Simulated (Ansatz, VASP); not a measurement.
## Si3N in VASP and in Ansatz

File INCAR:

```
PREC     = Accurate       # precision mode
ENCUT    = 520            # plane-wave cutoff, eV
EDIFF    = 1E-6           # SCF threshold, eV
ISMEAR   = 0              # smearing method
SIGMA    = 0.05           # smearing width, eV
LREAL    = False          # projectors in reciprocal space
LASPH    = True           # aspherical terms in the spheres
NELM     = 100            # most SCF steps
ALGO     = Normal         # electronic algorithm
ISIF     = 2              # what is computed and relaxed
LWAVE    = False          # write WAVECAR
LCHARG   = False          # write CHGCAR
LDIPOL   = True         
IDIPOL   = 3            
DIPOL    = 0.5 0.5 0.328
GGA      = PE             # functional
IVDW     = 12             # dispersion correction
NBANDS   = 27             # bands
```

KPOINTS

```
regular mesh
0
Gamma
  7 5 1
```

The input POSCAR:

```
Si3N
1.0
    3.8333442755      0.0000000000      0.0000000000
    0.0000000000      5.4211674636      0.0000000000
    0.0000000000      0.0000000000     22.4877586337
Si N
6 2
Direct
    0.5000000000      0.0000000000      0.1778745523
    0.0000000000      0.2500000000      0.1778745523
    0.0000000000      0.5038839981      0.2608672216
    0.5000000000      0.7461160019      0.2608672216
    0.5000000000      0.0086033066      0.3418641564
    0.0000000000      0.2413966934      0.3418641564
    0.6666666667      0.8419366399      0.5063981173
    0.6666666667      0.8419366399      0.5553136192
```

Input for Ansatz:

```yaml
crystal:
  lattice:
    - [3.8333442755, 0.0, 0.0]
    - [0.0, 5.4211674636, 0.0]
    - [0.0, 0.0, 22.4877586337]
  atoms:
    - { symbol: Si, position: [0.5, 0.0, 0.1778745523] }
    - { symbol: Si, position: [0.0, 0.25, 0.1778745523] }
    - { symbol: Si, position: [0.0, 0.5038839981, 0.2608672216] }
    - { symbol: Si, position: [0.5, 0.7461160019, 0.2608672216] }
    - { symbol: Si, position: [0.5, 0.0086033066, 0.3418641564] }
    - { symbol: Si, position: [0.0, 0.2413966934, 0.3418641564] }
    - { symbol: "N", position: [0.6666666667, 0.8419366399, 0.5063981173] }
    - { symbol: "N", position: [0.6666666667, 0.8419366399, 0.5553136192] }
basis:
  ecutwfc: 420
kpoints:
  mp_grid: { grid: [7, 5, 1] }
hamiltonian:
  xc: pbe
  pseudopotentials: { kind: paw, azcp: { folder: soft_1 } }
  dispersion: d3bj
scf:
  occupations: { method: gaussian, width: 0.05 }
output:
  forces: true
  eigenvalues: true
efield:
  axis: 3
  dipole_correction: true
  ramp_width: 0.04
```

Alike in both runs: task single point; functional PBE; dispersion D3(BJ); k mesh 7 × 5 × 1; occupations gaussian, width 0.05 eV; no spin polarisation.

```csv
,VASP,Ansatz
version,VASP 6.6.1,Ansatz 0.2.0
potentials or method,"VASP PAW PBE potentials, release 64 (Si, N), cutoff 520 eV","scalar-relativistic, plane waves, PAW"
valence electrons in the cell,34,34
```

VASP gave:

```
gap on the k mesh at the Fermi level (eV) : none
rms of the force components (eV/Å)        : 0.635
```

Problem. What did Ansatz give for the same quantities?

Solution. gap on the k mesh at the Fermi level (eV): none; rms of the force components (eV/Å): 0.189.

Atom by atom the forces differ by 0.519 eV/Å (rms over components). A gap of «none» marks a metal or a gap that the smearing closes. One of these differences is far larger than is usual between the two programs; its cause wasn't traced.

Noted on VASP's run: the standard files for N, O and F lose accuracy on very short bonds.
